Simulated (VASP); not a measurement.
I:

```
CELL_PARAMETERS angstrom
3.51986 0.00000 0.00000
-1.75993 3.04829 0.00000
0.00000 0.00000 3.30309
ATOMIC_POSITIONS crystal
I 0.00000 0.00000 0.00000
```

```yaml
Program: VASP 6.6.1
Task: relaxation of cell and atoms
Functional: PBEsol
Potentials_or_basis: VASP PAW PBE potentials, release 64 (I)
Cutoff: 600 eV
k_mesh: 18 × 18 × 16
Occupations: gaussian, width 0.1 eV
Spin: no spin polarisation
```

At the start: pressure 0.0 GPa; volume 35.44 Å³/atom.

Question: Where does the relaxation end?

Answer: Over 13 steps the energy falls by 197.1 meV/atom and the volume is 39.92 Å³/atom (+12.7 %); space group P6/mmm (No. 191, to 0.05 Å).

Step by step:
```
step  energy change (eV)  largest force (eV/Å)  pressure (GPa)  volume (Å³)
   1              0.0000                0.0000            0.04        35.44
   2             -0.0768                0.0000            0.26        35.43
   3             -0.1669                0.0000            2.36        35.23
   4             -0.1662                0.0000            2.81        35.19
   5             -0.1871                0.0000            1.67        37.61
   6             -0.1890                0.0000            1.44        38.41
   7             -0.1953                0.0000           -0.47        39.76
   8             -0.1969                0.0000            0.09        39.32
   9             -0.1969                0.0000            0.07        39.34
  10             -0.1970                0.0000            0.09        39.43
  11             -0.1972                0.0000            0.01        39.68
  12             -0.1972                0.0000            0.03        39.76
  13             -0.1971                0.0000           -0.04        39.92
```

Final structure:
```
I
1.0
     3.95161    0.00000    0.00000
    -1.97581    3.42219    0.00000
     0.00000    0.00000    2.95232
I
1
Direct
  0.00000 0.00000 0.00000
```

Caveat: the PAW data sets were made with another functional, which shifts forces and pressure a little; an odd number of electrons without spin polarisation forces a metal; a magnetic or distorted state may lie lower.
